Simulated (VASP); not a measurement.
Write the native input for VASP 6.6.1 that does the following.

| Item | Value |
| --- | --- |
| Task | single point |
| Functional | r2SCAN |
| Potentials or basis | VASP PAW PBE potentials, release 64 (Sb) |
| Cutoff | 550 eV |
| k mesh | 9 × 9 × 9 |
| Occupations | fermi-dirac, width 0.1 eV |
| Spin | no spin polarisation |
| Dipole correction | no |
| Further INCAR settings | ALGO = Normal; EDIFF = 1e-06; NBANDS = 12 |

The system is Sb.

```xyz
2
Lattice="0.0000 3.5644 3.5644 3.5644 0.0000 3.5644 3.5644 3.5644 0.0000" Properties=species:S:1:pos:R:3 pbc="T T T"
Sb    0.8911    0.8911    0.8911
Sb    6.2377    6.2377    6.2377
```

This isn't the form of Sb at room conditions, which is rhombohedral.

These files were run (other wordings do the same):

POSCAR

```
Sb
1.0
    0.0000000000      3.5644072798      3.5644072798
    3.5644072798      0.0000000000      3.5644072798
    3.5644072798      3.5644072798      0.0000000000
Sb
2
Direct
    0.1250000000      0.1250000000      0.1250000000
    0.8750000000      0.8750000000      0.8750000000
```

INCAR.step1

```
SYSTEM = Sb
PREC = Accurate
ENCUT = 550
ISMEAR = -1
SIGMA = 0.1
LREAL = .FALSE.
LASPH = .TRUE.
NELM = 120
NBANDS = 12
GGA = PE
ALGO = Normal
EDIFF = 1E-5
LWAVE = .TRUE.
LCHARG = .FALSE.
GGA_COMPAT = .FALSE.
```

INCAR.step2

```
SYSTEM = Sb
PREC = Accurate
ENCUT = 550
EDIFF = 1E-6
ISMEAR = -1
SIGMA = 0.1
LREAL = .FALSE.
LASPH = .TRUE.
NELM = 120
ALGO = Normal
ISIF = 2
LWAVE = .FALSE.
LCHARG = .TRUE.
METAGGA = R2SCAN
LMIXTAU = .TRUE.
LELF = .TRUE.
LVHAR = .TRUE.
NBANDS = 12
ISTART = 1
GGA_COMPAT = .FALSE.
```

KPOINTS

```
regular mesh
0
G
  9 9 9
  0 0 0
```

Potentials or basis: VASP PAW PBE potentials, release 64 (Sb).

Launch:

```console
$ cat potpaw_PBE.64/Sb/POTCAR > POTCAR
$ cp INCAR.step1 INCAR
$ mpirun -np 1 vasp_std > vasp.out
$ cp INCAR.step2 INCAR
$ mpirun -np 1 vasp_std > vasp.out
```

It gave:

- Pressure: -2.3 GPa
- Band gap on the k mesh: zero (bands 5 and 6 overlap by 0.69 eV)

Caveat: the PAW data sets were made with another functional, which shifts forces and pressure a little; spin-orbit coupling is left out, which moves the levels of the heavy elements.

Run time: 84 s on 1 thread of AMD EPYC 9R45 96-Core Processor (Zen 5) (shared host), peak memory 0.23 GiB.
